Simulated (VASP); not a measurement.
Runs of VASP 6.6.1 on Fe. The structure is that of space group P6/mmm (No. 191), or close to it. The cells are those of the table. 

| spin | cell | k mesh | smearing | gap on the mesh (eV) | pressure (GPa) |
| --- | --- | --- | --- | --- | --- |
| off | a = 3.887, b = 3.887, c = 2.443 Å, angles 90.0, 90.0, 120.0°, 3 atoms | 11 × 11 × 14 | fermi-dirac 0.1 eV | none | (a) |
| collinear, ferromagnetic start | a = 4.237, b = 4.237, c = 2.421 Å, angles 90.0, 90.0, 120.0°, 3 atoms | 9 × 9 × 13 | fermi-dirac 0.05 eV | none | -0.1 |
| off | a = 3.724, b = 3.724, c = 2.341 Å, angles 90.0, 90.0, 120.0°, 3 atoms | 11 × 11 × 14 | fermi-dirac 0.1 eV | none | (b) |
| off | a = 3.887, b = 3.887, c = 2.443 Å, angles 90.0, 90.0, 120.0°, 3 atoms | 12 × 12 × 17 | fermi-dirac 0.1 eV | none | -0.4 |
| off | a = 3.938, b = 3.938, c = 2.475 Å, angles 90.0, 90.0, 120.0°, 3 atoms | 11 × 11 × 14 | fermi-dirac 0.1 eV | none | -9.4 |

Alike in all rows: task single point; level RPBE; potentials or basis VASP PAW PBE potentials, release 64 (Fe); cutoff (eV) 520.

Fill in the values left out.

(a) -0.5; (b) 42.6.

Caveats: the PAW data sets were made with another functional, which shifts forces and pressure a little.

A gap of «none» marks levels without a gap at the run's occupations.
